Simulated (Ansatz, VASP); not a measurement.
BN in VASP and in Ansatz

Contents of INCAR:

```
SYSTEM = BN
ALGO = Normal
EDIFF = 1E-6
ENCUT = 520
GGA = PE
ISIF = 2
ISMEAR = 0
LASPH = .TRUE.
LCHARG = .TRUE.
LELF = .TRUE.
LREAL = .FALSE.
LVHAR = .TRUE.
LWAVE = .FALSE.
NBANDS = 36
NELM = 80
PREC = Accurate
SIGMA = 0.05
```

KPOINTS

```
k-points
0
G
  10 10 2
  0 0 0
```

POSCAR

```
BN
1.0
    1.8130010000     -1.8130010000      0.0000000000
    1.8130010000      0.0000000000     -1.8130010000
    8.7629590334      6.4965264833      6.4965264833
B N
6 6
Direct
    0.6406368067      0.6406368067      0.0624666667
   -0.3732798600     -0.3732798600      0.8958000000
    0.2378534733      0.2378534733      0.2291333333
    0.4322868067      0.4322868067      0.5624666667
   -0.1649298600     -0.1649298600      0.3958000000
    0.0295034733      0.0295034733      0.7291333333
    0.4843743067      0.4843743067      0.4374666667
    0.8871576400      0.8871576400      0.2708000000
    0.0815909733      0.0815909733      0.6041333333
    0.2760243067      0.2760243067      0.9374666667
   -0.3211923600     -0.3211923600      0.7708000000
    0.2899409733      0.2899409733      0.1041333333
```

Input for Ansatz:

```yaml
crystal:
  lattice:
    - [1.813001, -1.813001, 0.0]
    - [1.813001, 0.0, -1.813001]
    - [8.7629590334, 6.4965264833, 6.4965264833]
  atoms:
    - { symbol: B, position: [0.6406368067, 0.6406368067, 0.0624666667] }
    - { symbol: B, position: [-0.37327986, -0.37327986, 0.8958] }
    - { symbol: B, position: [0.2378534733, 0.2378534733, 0.2291333333] }
    - { symbol: B, position: [0.4322868067, 0.4322868067, 0.5624666667] }
    - { symbol: B, position: [-0.16492986, -0.16492986, 0.3958] }
    - { symbol: B, position: [0.0295034733, 0.0295034733, 0.7291333333] }
    - { symbol: "N", position: [0.4843743067, 0.4843743067, 0.4374666667] }
    - { symbol: "N", position: [0.88715764, 0.88715764, 0.2708] }
    - { symbol: "N", position: [0.0815909733, 0.0815909733, 0.6041333333] }
    - { symbol: "N", position: [0.2760243067, 0.2760243067, 0.9374666667] }
    - { symbol: "N", position: [-0.32119236, -0.32119236, 0.7708] }
    - { symbol: "N", position: [0.2899409733, 0.2899409733, 0.1041333333] }
basis:
  ecutwfc: 420
kpoints:
  mp_grid: { grid: [10, 10, 2] }
hamiltonian:
  xc: pbe
scf:
  occupations: { method: gaussian, width: 0.05 }
output:
  forces: true
  stress: true
  eigenvalues: true
```

Alike in both runs: task single point; functional PBE; k mesh 10 × 10 × 2; occupations gaussian, width 0.05 eV; no spin polarisation.

|  | VASP | Ansatz |
| --- | --- | --- |
| version | VASP 6.6.1 | Ansatz 0.2.0 |
| potentials or method | VASP PAW PBE potentials, release 64 (B, N), cutoff 520 eV | scalar-relativistic, plane waves, PAW |
| valence electrons in the cell | 48 | 48 |

```tsv
	VASP	Ansatz	Ansatz less VASP
gap on the k mesh at the Fermi level (eV)	2.15	2.16	+0.005
least direct gap on the mesh (eV)	3.05	3.06	+0.007
pressure (GPa)	3.1	2.9	-0.21
traceless stress, the component that is largest in VASP (GPa)	14.52	14.52	+0.005
rms of the force components (eV/Å)	0.826	0.828	+0.0015
```

Atom by atom the forces differ by 0.003 eV/Å (rms over components).
